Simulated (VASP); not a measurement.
# Sb (I4/mmm) in VASP: a series of runs

Sb is run at these levels: PBE; tasks: single point.

All numbers are computed with VASP 6.6.1; they aren't measurements. Logs are shortened: lines on timing, memory, paths and dates and some standing lists are left out, and cuts for length are marked.

## 1. The cell of the first run

The structure is tetragonal, space group I4/mmm (No. 139). Conventional cell: a = 3.177 Å, b = 3.177 Å, c = 5.139 Å, α = 90.00°, β = 90.00°, γ = 90.00°. Within 4.2 Å of Sb (site symmetry 4/mmm) lie 12 Sb at 3.18 to 3.41 Å.

## 2. Single point, PBE (strained)

Input file INCAR:

```
PREC     = Accurate       # precision mode
ENCUT    = 520            # plane-wave cutoff, eV
EDIFF    = 1E-6           # SCF threshold, eV
ISMEAR   = 0              # smearing method
SIGMA    = 0.1            # smearing width, eV
LREAL    = False          # projectors in reciprocal space
LASPH    = True           # aspherical terms in the spheres
NELM     = 80             # most SCF steps
ALGO     = Normal         # electronic algorithm
ISIF     = 2              # what is computed and relaxed
LWAVE    = False          # write WAVECAR
LCHARG   = False          # write CHGCAR
GGA      = PE             # functional
NBANDS   = 8              # bands
```

Input file KPOINTS:

```
Automatic mesh
0
Gamma
  18 18 18
```

Input file POSCAR:

```
Sb
1.0
   -1.5882854075      1.5882854075      2.5694260667
    1.5882854075     -1.5882854075      2.5694260667
    1.5882854075      1.5882854075     -2.5694260667
Sb
1
Direct
    0.0000000000      0.0000000000      0.0000000000
```

Potentials or basis: VASP PAW PBE potentials, release 64 (Sb).

The run is started by

```console
$ cat potpaw_PBE.64/Sb/POTCAR > POTCAR
$ mpirun -np 1 vasp_std > vasp.out
```

OUTCAR:

```text
PREC = Accurate
   ENCUT = 520
   EDIFF = 1E-6
   ISMEAR = 0
   LREAL = False
   LASPH = True
   NELM = 80
   ISIF = 2
   GGA = PE

 ion  position               nearest neighbor table
   1  0.000  0.000  0.000-

  LATTYP: Found a body centered tetragonal cell.
 ALAT       =     3.1765708150
 C/A-ratio  =     1.6177357385

  Lattice vectors:

 A1 = (  -1.5882854075,   1.5882854075,   2.5694260667)
 A2 = (   1.5882854075,  -1.5882854075,   2.5694260667)
 A3 = (   1.5882854075,   1.5882854075,  -2.5694260667)

Analysis of symmetry for initial positions (statically):
=====================================================================
 Subroutine PRICEL returns:
 Original cell was already a primitive cell.

 Routine SETGRP: Setting up the symmetry group for a
 body centered tetragonal supercell.

 Subroutine GETGRP returns: Found 16 space group operations
 (whereof 16 operations were pure point group operations)
 out of a pool of 16 trial point group operations.

The static configuration has the point symmetry D_4h.

Analysis of symmetry for dynamics (positions and initial velocities):
=====================================================================
 Subroutine PRICEL returns:
 Original cell was already a primitive cell.

 Routine SETGRP: Setting up the symmetry group for a
 body centered tetragonal supercell.

 Subroutine GETGRP returns: Found 16 space group operations
 (whereof 16 operations were pure point group operations)
 out of a pool of 16 trial point group operations.

The dynamic configuration has the point symmetry D_4h.

 Subroutine INISYM returns: Found 16 space group operations
 (whereof 16 operations are pure point group operations),
 and found     1 'primitive' translations

----------------------------------------------------------------------------------------

                                     Primitive cell

  volume of cell :      25.9271

  direct lattice vectors                    reciprocal lattice vectors
    -1.588285407  1.588285407  2.569426067     0.000000000  0.314804882  0.194595986
     1.588285407 -1.588285407  2.569426067     0.314804882  0.000000000  0.194595986
     1.588285407  1.588285407 -2.569426067     0.314804882  0.314804882  0.000000000

  length of vectors
     3.412806965  3.412806965  3.412806965     0.370094193  0.370094193  0.445201333

  position of ions in fractional coordinates (direct lattice)
     0.000000000  0.000000000  0.000000000

  ion indices of the primitive-cell ions
   primitive index   ion index
                 1           1

----------------------------------------------------------------------------------------

 KPOINTS: Automatic mesh

Automatic generation of k-mesh.
 Grid dimensions read from file:
 generate k-points for:   18   18   18

 Generating k-lattice:

  Cartesian coordinates                     Fractional coordinates (reciprocal lattice)
     0.000000000  0.017489160  0.010810888     0.055555556  0.000000000 -0.000000000
     0.017489160  0.000000000  0.010810888     0.000000000  0.055555556 -0.000000000
     0.017489160  0.017489160  0.000000000     0.000000000  0.000000000  0.055555556

  Length of vectors
     0.020560788  0.020560788  0.024733407

  Shift w.r.t. Gamma in fractional coordinates (k-lattice)
     0.000000000  0.000000000  0.000000000

 Subroutine IBZKPT returns following result:
 ===========================================

 Found    480 irreducible k-points:

 Following reciprocal coordinates:
            Coordinates               Weight
  0.000000  0.000000  0.000000      1.000000
  0.055556  0.000000  0.000000      8.000000
  0.111111  0.000000  0.000000      8.000000
  0.166667 -0.000000  0.000000      8.000000
  0.222222 -0.000000  0.000000      8.000000
  0.277778 -0.000000  0.000000      8.000000
[... 16 lines left out ...]
 -0.277778  0.055556 -0.000000     16.000000
 -0.222222  0.055556 -0.000000     16.000000
 [... further k-points ...]
   k-points           NKPTS =    480   k-points in BZ     NKDIM =    480   number of bands    NBANDS=      8
   number of dos      NEDOS =    301   number of ions     NIONS =      1
   total plane-waves  NPLWV =  21952
   dimension x,y,z NGX =    28 NGY =   28 NGZ =   28
   dimension x,y,z NGXF=    56 NGYF=   56 NGZF=   56
   ions per type =               1
   NGX,Y,Z   is equivalent  to a cutoff of  13.64, 13.64, 13.64 a.u.
   NGXF,Y,Z  is equivalent  to a cutoff of  27.28, 27.28, 27.28 a.u.
 SYSTEM =  unknown system
   PREC   = accura    normal or accurate (medium, high low for compatibility)
   ISTART =      0    job   : 0-new  1-cont  2-samecut
   ICHARG =      2    charge: 1-file 2-atom 10-const
   ISPIN  =      1    spin polarized calculation?
   LNONCOLLINEAR =      F non collinear calculations
   LSORBIT =      F    spin-orbit coupling
   LASPH  =      T    aspherical Exc in radial PAW
   ENCUT  =  520.0 eV  38.22 Ry    6.18 a.u.   6.35  6.35  6.35*2*pi/ulx,y,z
   NELM   =     80;   NELMIN=  2; NELMDL= -5     # of ELM steps
   EDIFF  = 0.1E-05   stopping-criterion for ELM
   LREAL  =      F    real-space projection
   EDIFFG = 0.1E-04   stopping-criterion for IOM
   NSW    =      0    number of steps for IOM
   IBRION =     -1    ionic relax: 0-MD 1-quasi-New 2-CG
   NFREE  =      0    steps in history (QN), initial steepest desc. (CG)
   ISIF   =      2    stress and relaxation
   ISYM   =      2    0-nonsym 1-usesym 2-fastsym
   POTIM  = 0.5000    time-step for ionic-motion
   TEBEG  =    0.0;   TEEND  =   0.0 temperature during run
   PSTRESS=    0.0 pullay stress
   NELECT =       5.0000    total number of electrons
   NUPDOWN=      -1.0000    fix difference up-down
   EMIN   =  10.00;   EMAX   =-10.00  energy-range for DOS
   EFERMI =   0.00;   METHOD = LEGACY
   ISMEAR =     0;   SIGMA  =   0.10  broadening in eV -4-tet -1-fermi 0-gaus
   EFERMI_NEDOS =   21; number of points for ismear=-14 and -15
   IALGO  =     38    algorithm
   IMIX   =      4    mixing-type and parameters
     AMIX     =   0.40;   BMIX     =  1.00
     AMIX_MAG =   1.60;   BMIX_MAG =  1.00
  volume/ion in A,a.u.               =      25.93       174.96
  Fermi-wavevector in a.u.,A,eV,Ry     =   0.945831  1.787362 12.171734  0.894597
  Thomas-Fermi vector in A             =   2.073771
   LORBIT       =      0    0 simple, 1 ext, 2 COOP (PROOUT), +10 PAW based schemes
   GGA     = PE    functional components
   LHFCALC =     F    Hartree Fock is set to
   AEXX    =    0.0000 exact exchange contribution
   IVDW    =     0    specifies the selected vdW correction
   LEPSILON=     F    determine dielectric tensor
   LRPA    =     F    only Hartree local field effects (RPA)
 non-spin polarized calculation
 Gauss-broadening in eV      SIGMA  =   0.10
  energy-cutoff  :      520.00
  volume of cell :       25.93
 maximum number of plane-waves:       713
 NGX is ok and might be reduce to    28
   NGX = 13   NGY = 13   NGZ = 13

 number of electron       5.0000000 magnetization

 Free energy of the ion-electron system (eV)
  ---------------------------------------------------
  ext. energy  EPLUGINS =         0.00000000
  ---------------------------------------------------
  free energy    TOTEN  =        -3.81584302 eV

  energy without entropy =       -3.81167349  energy(sigma->0) =       -3.81375825

 E-fermi :   9.0432     XC(G=0): -10.3943

 val. band max:        9.0426559167   @ k =  -0.4444   0.2778   0.0000
 cond. band min:       9.0443693652   @ k =  -0.3889   0.3333   0.0000
 fundamental gap:      0.0017134485
 Fermi energy:         9.0431994221

 k-point     1 :       0.0000    0.0000    0.0000
  band No.  band energies     occupation
      1      -4.2085      2.00000
      2      14.4086      0.00000
      3      14.6779      0.00000
      4      14.6779      0.00000
      5      18.6537      0.00000
      6      19.4673      0.00000
      7      19.5759      0.00000
      8      19.5759      0.00000

 k-point     2 :       0.0556    0.0000    0.0000
  band No.  band energies     occupation
      1      -4.1446      2.00000
      2      13.9491      0.00000
      3      14.3465      0.00000
      4      14.6413      0.00000
      5      18.4920      0.00000
      6      19.0299      0.00000
      7      19.6944      0.00000
      8      20.3581      0.00000

 k-point     3 :       0.1111    0.0000    0.0000
  band No.  band energies     occupation
      1      -3.9534      2.00000
      2      12.5275      0.00000
      3      13.9390      0.00000
      4      14.5457      0.00000
      5      17.9792      0.00000
      6      19.0695      0.00000
      7      20.0260      0.00000
      8      20.2810      0.00000

 k-point     4 :       0.1667   -0.0000    0.0000
  band No.  band energies     occupation
      1      -3.6360      2.00000
      2      10.8326      0.00000
      3      13.4398      0.00000
      4      14.4223      0.00000
      5      17.5131      0.00000
      6      18.7736      0.00000
      7      20.4912      0.00000
      8      20.8421      0.00000

 k-point     5 :       0.2222   -0.0000    0.0000
  band No.  band energies     occupation
      1      -3.1950      2.00000
      2       9.1084      0.35634
      3      12.9264      0.00000
      4      14.3014      0.00000
      5      17.0852      0.00000
      6      18.4940      0.00000
      7      20.8343      0.00000
      8      21.6403      0.00000
[... 177 lines left out ...]
 k-point    22 :      -0.3333    0.0556    0.0000
  band No.  band energies     occupation
      1      -2.1056      2.00000
      2       6.3606      2.00000
      3      11.8981      0.00000
      4      13.8954      0.00000
      5      16.6837      0.00000
      6      18.7132      0.00000
      7      19.5892      0.00000
      8      21.5265      0.00000

 k-point    23 :      -0.2778    0.0556   -0.0000
  band No.  band energies     occupation
      1      -2.7419      2.00000
      2       7.9350      2.00000
      3      12.2838      0.00000
      4      14.0255      0.00000
      5      16.9921      0.00000
      6      18.9991      0.00000
      7      19.9272      0.00000
      8      21.0439      0.00000

 k-point    24 :      -0.2222    0.0556   -0.0000
  band No.  band energies     occupation
      1      -3.2691      2.00000
      2       9.6096      0.00000
      3      12.7438      0.00000
      4      14.1643      0.00000
      5      17.2918      0.00000
      6      19.2111      0.00000
      7      20.2161      0.00000
      8      20.7610      0.00000

 [... further k-points ...]
[... 5 lines left out ...]
  --------------------------------------------------------------------------------------
  -------------------------------------------------------------------------------------
  Total        0.6531533      0.6531533      0.6967241      0.0000000      0.0000000      0.0000000
  in kB       40.3619811     40.3619811     43.0544656      0.0000000      0.0000000      0.0000000
  external PRESSURE =      41.2594759 kB  Pullay stress =       0.0000000 kB

 VOLUME and BASIS-vectors are now :
 -----------------------------------------------------------------------------
  energy-cutoff  :      520.00
  volume of cell :       25.93
      direct lattice vectors                 reciprocal lattice vectors
    -1.588285407  1.588285407  2.569426067     0.000000000  0.314804882  0.194595986
     1.588285407 -1.588285407  2.569426067     0.314804882  0.000000000  0.194595986
     1.588285407  1.588285407 -2.569426067     0.314804882  0.314804882  0.000000000

 POSITION                                       TOTAL-FORCE (eV/Angst)
 -----------------------------------------------------------------------------------
      0.00000      0.00000      0.00000         0.000000     -0.000000      0.000000
 -----------------------------------------------------------------------------------
    total drift:                                0.000000      0.000000      0.000000

  FREE ENERGIE OF THE ION-ELECTRON SYSTEM (eV)
  ---------------------------------------------------
  free  energy   TOTEN  =        -3.8158430169 eV

  energy  without entropy=       -3.8116734911  energy(sigma->0) =       -3.81375825
```

Run time: 50 s. Hardware: 1 thread of Intel Xeon Platinum 8488C (Sapphire Rapids), shared host; peak memory 0.23 GiB.

Results:

```yaml
Free_energy: -3.8158 eV
Pressure: 4.1 GPa
```

Caveat: the cell differs from its parent crystal (strained); spin-orbit coupling is left out, which moves the levels of the heavy elements.

## 3. Single point, PBE

This run uses another cell than the first one, of 26.96 Å³/atom, 1.040 times its volume.

Input file INCAR:

```
SYSTEM = Sb
PREC = Accurate
ENCUT = 500
EDIFF = 1E-6
ISMEAR = 0
SIGMA = 0.1
LREAL = .False.
LASPH = .True.
NELM = 120
ALGO = Normal
ISIF = 2
LWAVE = .False.
LCHARG = .False.
GGA = PE
NBANDS = 8
GGA_COMPAT = .False.
```

Input file KPOINTS:

```
Automatic mesh
0
Gamma
  8 8 8
  0 0 0
```

Input file POSCAR:

```
Sb
1.0
   -1.5765401831      1.5765401831      2.7119384313
    1.5765401831     -1.5765401831      2.7119384313
    1.5765401831      1.5765401831     -2.7119384313
Sb
1
Direct
    0.0000000000      0.0000000000      0.0000000000
```

Potentials or basis: VASP PAW PBE potentials, release 64 (Sb).

The run is started by

```console
$ cat potpaw_PBE.64/Sb/POTCAR > POTCAR
$ mpirun -np 1 vasp_std > vasp.out
```

Wall time 8.5 s (1 thread of Intel Xeon 6975P-C (Granite Rapids), shared host); peak memory 0.15 GiB.

The run converged. Its results:

```
Free energy : -3.8324 eV
Pressure    : 1.6 GPa
```

Stress tensor (GPa, compression positive):
```
1.22 0.00 0.00
0.00 1.22 0.00
0.00 0.00 2.26
```

Levels at points of the mesh, in eV from the Fermi level:
| k point | band 1 | band 2 | band 3 | band 4 | band 5 | band 6 |
| --- | --- | --- | --- | --- | --- | --- |
| (0.00, 0.00, 0.00) | -13.11 | 4.50 | 5.27 | 5.27 | 9.18 | 10.48 |
| (0.50, 0.00, 0.00) | -9.29 | -5.96 | 1.62 | 5.21 | 5.96 | 10.03 |
| (0.50, 0.50, 0.00) | -6.80 | -4.56 | -1.19 | 0.45 | 3.30 | 4.21 |
| (0.50, 0.50, 0.50) | -9.44 | -5.82 | 1.96 | 1.96 | 5.71 | 5.95 |

Caveat: spin-orbit coupling is left out, which moves the levels of the heavy elements.
